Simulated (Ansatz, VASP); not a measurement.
**Two plane-wave programs on HfF**

```xyz
2
Lattice="0.0000 2.5638 2.5638 2.5638 0.0000 2.5638 2.5638 2.5638 0.0000" Properties=species:S:1:pos:R:3 pbc="T T T"
Hf    0.0000    0.0000    0.0000
F     3.8457    3.8457    3.8457
```

Alike in both runs: task relaxation of cell and atoms; functional PBE; k mesh 18 × 18 × 18; occupations gaussian, width 0.1 eV; no spin polarisation.

|  | VASP | Ansatz |
| --- | --- | --- |
| version | VASP 6.6.1 | Ansatz 0.2.0 |
| potentials or method | VASP PAW PBE potentials, release 64 (Hf_pv, F), cutoff 600 eV | scalar-relativistic, plane waves, PAW |
| valence electrons in the cell | 17 | 33 |

|  | VASP | Ansatz | Ansatz less VASP |
| --- | --- | --- | --- |
| gap on the k mesh at the Fermi level, each at its own relaxed structure (eV) | none | none | - |
| relaxed volume (Å³/atom) | 16.37 | 16.65 | +0.290 |
| relaxed cell length with the largest relative difference (Å) | 3.591 | 3.612 | +0.0210 |

A gap of «none» marks a metal or a gap that the smearing closes. VASP's potentials hold 17 valence electrons a cell and Ansatz's 33, so a difference there can come from the potentials and not from the codes.

Neither program's run includes spin-orbit coupling.
